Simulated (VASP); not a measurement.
Runs of VASP 6.6.1 on Al. The cells are those of the table. 

```tsv
cell	further INCAR settings	gap on the mesh (eV)	pressure (GPa)	largest force (eV/Å)
a = 2.814, b = 2.814, c = 18.673 Å, angles 82.4, 83.5, 60.0°, 8 atoms	ALGO = Fast; EDIFF = 1e-06; NBANDS = 22	none	1.4	(b)
a = 2.814, b = 2.814, c = 18.501 Å, angles 87.5, 88.2, 60.0°, 8 atoms	ALGO = Fast; EDIFF = 1e-06; NBANDS = 22	none	0.5	0.47
a = 2.814, b = 2.814, c = 18.513 Å, angles 86.7, 87.8, 60.0°, 8 atoms	ALGO = Fast; EDIFF = 1e-07; NBANDS = 22	none	0.6	0.63
a = 2.814, b = 2.814, c = 18.519 Å, angles 86.4, 88.2, 60.0°, 8 atoms	ALGO = Fast; EDIFF = 1e-07; NBANDS = 22	none	1.1	(a)
a = 2.814, b = 2.814, c = 18.495 Å, angles 87.8, 88.9, 60.0°, 8 atoms	ALGO = Fast; EDIFF = 1e-06; NBANDS = 22	none	0.6	0.63
```

Alike in all rows: task single point; level PBE+D3(BJ); potentials or basis VASP PAW PBE potentials, release 64 (Al); no spin polarisation; k mesh 16 × 16 × 2; cutoff (eV) 520; smearing gaussian 0.15 eV.

Problem. Fill in the values left out.

Solution. (a) 1.07; (b) 1.38.

Caveats: pairwise dispersion overbinds metals, which lowers pressure and volume; forces of over 1 eV/Å act on the atoms, so gaps and moduli don't describe the material at rest (some runs).

A gap of «none» marks levels without a gap at the run's occupations.
